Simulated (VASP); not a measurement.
**AlN: single point with LDA**

AlN:

```xyz
2
Lattice="0.0000 2.0480 2.0480 2.0480 0.0000 2.0480 2.0480 2.0480 0.0000" Properties=species:S:1:pos:R:3 pbc="T T T"
Al    2.0480    2.0480    2.0480
N     0.0000    0.0000    0.0000
```

This cell differs from its parent crystal: volume scaled by 1.02.

| Property | Result |
| --- | --- |
| Program | VASP 6.6.1 |
| Task | single point |
| Functional | LDA |
| Potentials or basis | VASP PAW LDA potentials, release 64 (Al, N) |
| Cutoff | 520 eV |
| k mesh | 11 × 11 × 11 |
| Occupations | fermi-dirac, width 0.05 eV |
| Spin | no spin polarisation |

| Item | Value |
| --- | --- |
| Pressure | -14.9 GPa |
| Band gap on the k mesh | 4.22 eV, indirect (least direct gap 5.22 eV) |

Levels at points of the mesh, in eV from the valence-band top:
```csv
k point,band 1,band 2,band 3,band 4,band 5,band 6,band 7,band 8
"(0.00, 0.00, 0.00)",-17.06,0.00,0.00,0.00,5.22,11.90,11.90,11.90
```

Run time: 4.1 s on 1 thread of Intel Xeon 6975P-C (shared host), peak memory 0.13 GiB.

 A k mesh can miss the band edges.
